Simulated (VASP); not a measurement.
A run of VASP 6.6.1:

File INCAR:

```
PREC = Accurate
ENCUT = 600
EDIFF = 1E-6
ISMEAR = 0
SIGMA = 0.1
LREAL = False
LASPH = True
NELM = 200
ALGO = Normal
ISIF = 2
LWAVE = False
LCHARG = True
ISPIN = 2
MAGMOM = 0.5 0.5 0 0 0 0
LORBIT = 11
LMAXMIX = 4
LVHAR = True
NBANDS = 38
ISYM = 0
GGA_COMPAT = False
KPAR = 4
```

The input KPOINTS:

```
Automatic mesh
0
Gamma
  13 6 11
```

Contents of POSCAR:

```
VO2
1.0
    2.7417590380      0.0000000000      0.0000000000
    0.0000000000      6.3825592521      0.0000000000
    0.0000000000      3.1912796261      3.1912796261
V O
2 4
Direct
    0.0000000000      0.0000000000      0.0000000000
    0.5000000000      0.5000000000      0.0000000000
    0.0000000000      0.7025066211      0.5949867579
    0.5000000000      0.7974933789      0.0000000000
    0.0000000000      0.2974933789      0.4050132421
    0.5000000000      0.2025066211      0.0000000000
```

Potentials or basis: VASP PAW LDA potentials, release 64 (V_sv, O).

Run with:

```sh
$ cat potpaw_LDA.64/V_sv/POTCAR potpaw_LDA.64/O/POTCAR > POTCAR
$ mpirun -np 4 vasp_std > vasp.out
```

Hardware: 4 MPI ranks on Intel(R) Xeon(R) 6975P-C (Granite Rapids), on a shared host.

Question: Estimate the wall time of this run.

Answer: Wall time 7 min on 4 MPI ranks on Intel(R) Xeon(R) 6975P-C (Granite Rapids) (shared host), peak memory 1.3 GiB a rank. Counts: scf iterations 23, k points 430.
